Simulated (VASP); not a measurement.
A run of VASP 6.6.1:

The input INCAR:

```
SYSTEM = WC
PREC     = Accurate       ! precision mode
ENCUT    = 520            ! plane-wave cutoff, eV
EDIFF    = 1E-6           ! SCF threshold, eV
ISMEAR   = 0              ! smearing method
SIGMA    = 0.15           ! smearing width, eV
LREAL    = .False.        ! projectors in reciprocal space
LASPH    = .True.         ! aspherical terms in the spheres
NELM     = 60             ! most SCF steps
ALGO     = Normal         ! electronic algorithm
ISIF     = 2              ! what is computed and relaxed
LWAVE    = .False.        ! write WAVECAR
LCHARG   = .False.        ! write CHGCAR
GGA      = PS             ! functional
NBANDS   = 16             ! bands
```

The input KPOINTS:

```
regular mesh
0
Gamma
  12 12 12
  0 0 0
```

The input POSCAR:

```
WC
1.0
    2.8984136660      0.0000000000      0.0000000000
   -1.4492068330      2.5100998655      0.0000000000
    0.0000000000      0.0000000000      2.8276119028
W C
1 1
Direct
   -0.0403550339     -0.0383487840      0.0432592173
    0.7070217006      0.3716821173      0.4567407827
```

Potentials or basis: VASP PAW PBE potentials, release 64 (W_sv, C).

Command:

```sh
$ cat potpaw_PBE.64/W_sv/POTCAR potpaw_PBE.64/C/POTCAR > POTCAR
$ mpirun -np 1 vasp_std > vasp.out
```

Hardware: 1 thread of Intel Xeon 6975P-C, with other jobs on the host.

Task: How long does it take, and how much memory?

Result: Wall time 100 s on 1 thread of Intel Xeon 6975P-C (shared host), peak memory 0.38 GiB. Counts: scf iterations 12, k points 868.
